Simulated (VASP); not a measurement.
ZnS:

```xyz
2
Lattice="0.0000 2.8018 2.8018 2.8018 0.0000 2.8018 2.8018 2.8018 0.0000" Properties=species:S:1:pos:R:3 pbc="T T T"
Zn    0.0000    0.0000    0.0000
S     1.4009    1.4009    1.4009
```

This cell differs from its parent crystal: strain +4.0%.

Base run:

| Item | Value |
| --- | --- |
| Program | VASP 6.6.1 |
| Functional | r2SCAN |
| Potentials or basis | VASP PAW PBE potentials, release 64 (Zn, S) |
| Cutoff | 520 eV |
| k mesh | 8 × 8 × 8 |
| Occupations | gaussian, width 0.01 eV |
| Spin | no spin polarisation |

Its results: band gap on the k mesh 2.18 eV, direct; pressure -7.1 GPa.

Question: The run is repeated on the same cell with these changes: functional from r2SCAN to PBE; occupations from gaussian, width 0.01 eV to fermi-dirac, width 0.02 eV. What comes out?

Answer: Band gap on the k mesh 1.65 eV, direct; pressure -4.9 GPa.

Caveats: the PAW data sets were made with another functional, which shifts forces and pressure a little (some runs).

